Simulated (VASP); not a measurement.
ScB2, 3 atoms in the cell. It takes space group P6/mmm (No. 191, hexagonal). The conventional cell has a = 3.232 Å, b = 3.232 Å, c = 3.611 Å, α = 90.00°, β = 90.00°, γ = 120.00°. Within 3.4 Å of Sc (site symmetry 6/mmm) lie 12 B at 2.60 Å and 6 Sc at 3.23 Å. Within 2.5 Å of B (site symmetry -6m2) lie 3 B at 1.87 Å. 

| Item | Value |
| --- | --- |
| Program | VASP 6.6.1 |
| Task | single point |
| Functional | PBEsol |
| Potentials or basis | VASP PAW PBE potentials, release 64 (Sc_sv, B) |
| Cutoff | 520 eV |
| k mesh | 11 × 11 × 8 |
| Occupations | fermi-dirac, width 0.05 eV |
| Spin | no spin polarisation |
| Dipole correction | no |
| Further INCAR settings | ALGO = Normal; EDIFF = 1e-07; NBANDS = 16 |

Potentials or basis: VASP PAW PBE potentials, release 64 (Sc_sv, B).

Launch:

```bash
$ cat potpaw_PBE.64/Sc_sv/POTCAR potpaw_PBE.64/B/POTCAR > POTCAR
$ mpirun -np 1 vasp_std > vasp.out
```

Hardware: 1 thread of Intel(R) Xeon(R) 6975P-C (Granite Rapids), with other jobs on the host.

**Question.** Estimate the wall time of this run.

**Answer.** Run time: 12 s on 1 thread of Intel(R) Xeon(R) 6975P-C (Granite Rapids), on a shared host, peak memory 0.17 GiB. Counts: scf iterations 13, k points 80.
